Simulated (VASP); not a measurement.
# TiC: single point with PBE

TiC:

```xyz
2
Lattice="0.0000 2.1640 2.1640 2.1640 0.0000 2.1640 2.1640 2.1640 0.0000" Properties=species:S:1:pos:R:3 pbc="T T T"
Ti   -0.0707   -0.0707   -0.2000
C     2.1640    2.1640    2.1640
```

This cell differs from its parent crystal: atom 1 (Ti) moved by (-0.100, -0.200) A along [1 1 0] and z.

* Program: VASP 6.6.1
* Task: single point
* Functional: PBE
* Potentials or basis: VASP PAW PBE potentials, release 64 (Ti_sv, C)
* Cutoff: 520 eV
* k mesh: 18 × 18 × 18
* Occupations: gaussian, width 0.15 eV
* Spin: no spin polarisation

| Quantity | Value |
| --- | --- |
| Pressure | 7.0 GPa |
| Largest force | 2.073 eV/Å |
| Band gap on the k mesh | zero (bands 8 and 9 overlap by 0.39 eV) |

Forces on the atoms (eV/Å):
```
Ti   0.518  0.518  1.939
C   -0.518 -0.518 -1.939
```

Stress tensor (GPa, compression positive):
```
 3.20 -0.83 -2.04
-0.83  3.20 -2.04
-2.04 -2.04 14.71
```

Levels at points of the mesh, in eV from the Fermi level:
| k point | band 5 | band 6 | band 7 | band 8 | band 9 | band 10 | band 11 | band 12 |
| --- | --- | --- | --- | --- | --- | --- | --- | --- |
| (0.00, 0.00, 0.00) | -12.43 | -0.37 | -0.27 | -0.03 | 0.66 | 1.43 | 2.79 | 2.90 |
| (0.50, 0.00, 0.00) | -9.01 | -5.87 | -2.95 | -2.80 | 2.78 | 2.86 | 4.05 | 6.60 |
| (0.00, 0.00, 0.50) | -9.00 | -5.87 | -2.87 | -2.72 | 2.76 | 2.84 | 4.01 | 6.37 |
| (0.50, 0.50, 0.50) | -9.04 | -5.88 | -3.03 | -3.03 | 2.81 | 2.90 | 4.14 | 7.50 |
| (0.50, 0.50, 0.00) | -10.13 | -3.35 | -1.94 | -0.18 | 0.20 | 2.77 | 3.45 | 3.46 |
| (0.00, 0.50, 0.50) | -10.12 | -3.50 | -2.49 | -0.40 | 0.91 | 3.11 | 3.45 | 3.45 |

Run time: 12 min on 1 thread of Intel Xeon 8259CL (shared host), peak memory 0.56 GiB.

Caveat: the cell differs from its parent crystal (atom 1 (Ti) moved by (-0.100, -0.200) A along [1 1 0] and z); the stress differs along the axes, from 3 to 15 GPa; forces of over 1 eV/Å act on the atoms, so gaps and moduli don't describe the material at rest.
